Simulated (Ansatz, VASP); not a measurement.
# One calculation of Tl, two programs

The input INCAR:

```
PREC     = Accurate       # precision mode
ENCUT    = 520            # plane-wave cutoff, eV
EDIFF    = 1E-7           # SCF threshold, eV
ISMEAR   = 0              # smearing method
SIGMA    = 0.15           # smearing width, eV
LREAL    = False          # projectors in reciprocal space
LASPH    = True           # aspherical terms in the spheres
NELM     = 60             # most SCF steps
ALGO     = Fast           # electronic algorithm
ISIF     = 2              # what is computed and relaxed
LWAVE    = False          # write WAVECAR
LCHARG   = True           # write CHGCAR
GGA      = CA             # functional
LELF     = True           # ELF
LVHAR    = True         
NBANDS   = 12             # bands
```

Contents of KPOINTS:

```
regular mesh
0
Gamma
  16 16 16
```

Contents of POSCAR:

```
Tl
1.0
    0.0000000000      2.5526631762      2.4663412330
    2.4663412330      0.0000000000      2.4663412330
    2.4663412330      2.5526631762      0.0000000000
Tl
1
Direct
    0.0000000000      0.0000000000      0.0000000000
```

Input for Ansatz:

```yaml
crystal:
  lattice:
    - [0.0, 2.5526631762, 2.466341233]
    - [2.466341233, 0.0, 2.466341233]
    - [2.466341233, 2.5526631762, 0.0]
  atoms:
    - { symbol: Tl, position: [0.0, 0.0, 0.0] }
basis:
  ecutwfc: 420
kpoints:
  mp_grid: { grid: [16, 16, 16] }
hamiltonian:
  xc: lda
scf:
  occupations: { method: gaussian, width: 0.15 }
output:
  forces: true
  stress: true
  eigenvalues: true
```

Change from the starting cell: strain +0.0350 x Voigt [0, 1, 0, 0, 0, 0], atoms carried along.

Alike in both runs: task single point; functional LDA; k mesh 16 × 16 × 16; occupations gaussian, width 0.15 eV; no spin polarisation.

|  | VASP | Ansatz |
| --- | --- | --- |
| version | VASP 6.6.1 | Ansatz 0.2.0 |
| potentials or method | VASP PAW LDA potentials, release 64 (Tl_d), cutoff 520 eV | scalar-relativistic, plane waves, PAW |
| valence electrons in the cell | 13 | 13 |

```tsv
	VASP	Ansatz	Ansatz less VASP
gap on the k mesh at the Fermi level (eV)	none	none	-
pressure (GPa)	-4.2	-4.2	+0.01
traceless stress, the component that is largest in VASP (GPa)	0.23	0.24	+0.008
```

LDA's correlation is that of Perdew and Zunger in VASP and of Perdew and Wang (1992) in Ansatz. A gap of «none» marks a metal or a gap that the smearing closes.

Neither program's run includes spin-orbit coupling.
